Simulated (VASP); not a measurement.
# HgS: single point with PBE

System: HgS, a slab with vacuum.

```xyz
10
Lattice="4.2366 0.0000 0.0000 0.0000 5.9915 0.0000 0.0000 0.0000 23.4732" Properties=species:S:1:pos:R:3 pbc="T T T"
Hg    2.1183    2.9957    7.5000
Hg    0.0000    0.0000    9.6183
Hg    2.1183    2.9957   11.7366
Hg    0.0000    0.0000   13.8549
Hg    2.1183    2.9957   15.9732
S     0.0000    1.4979    7.5000
S     2.1183    4.4936    9.6183
S     0.0000    1.4979   11.7366
S     2.1183    4.4936   13.8549
S     0.0000    1.4979   15.9732
```

- Program: VASP 6.6.1
- Task: single point
- Functional: PBE
- Potentials or basis: VASP PAW PBE potentials, release 64 (Hg, S)
- Cutoff: 400 eV
- k mesh: 8 × 6 × 1
- Occupations: gaussian, width 0.1 eV
- Spin: no spin polarisation

The largest force is 1.275 eV/Å. The band gap on the k mesh is 0.25 eV.

Forces on the atoms (eV/Å):
```
Hg   0.000 -1.041  0.736
Hg   0.000  0.189 -0.128
Hg   0.000 -0.197  0.000
Hg   0.000  0.189  0.128
Hg   0.000 -1.041 -0.736
S    0.000  0.558 -0.600
S    0.000  0.339 -0.150
S    0.000  0.107  0.000
S    0.000  0.339  0.150
S    0.000  0.558  0.600
```

Levels at points of the mesh, in eV from the valence-band top:
```tsv
k point	band 42	band 43	band 44	band 45	band 46	band 47	band 48	band 49
(0.00, 0.00, 0.00)	-0.50	-0.23	-0.18	0.00	0.25	1.10	2.08	2.92
(0.50, 0.00, 0.00)	-1.38	-1.37	-0.78	-0.48	1.75	1.96	3.07	3.08
(0.00, 0.50, 0.00)	-0.57	-0.55	-0.53	-0.51	1.25	1.31	2.03	2.05
(0.50, 0.50, 0.00)	-1.11	-1.06	-0.78	-0.45	1.10	1.68	2.40	3.05
```

It took 20 min on 1 thread of Oxide Virtual Turin-like Processor, on a shared host, peak memory 0.57 GiB.

Caveat: spin-orbit coupling is left out, which moves the levels of the heavy elements.
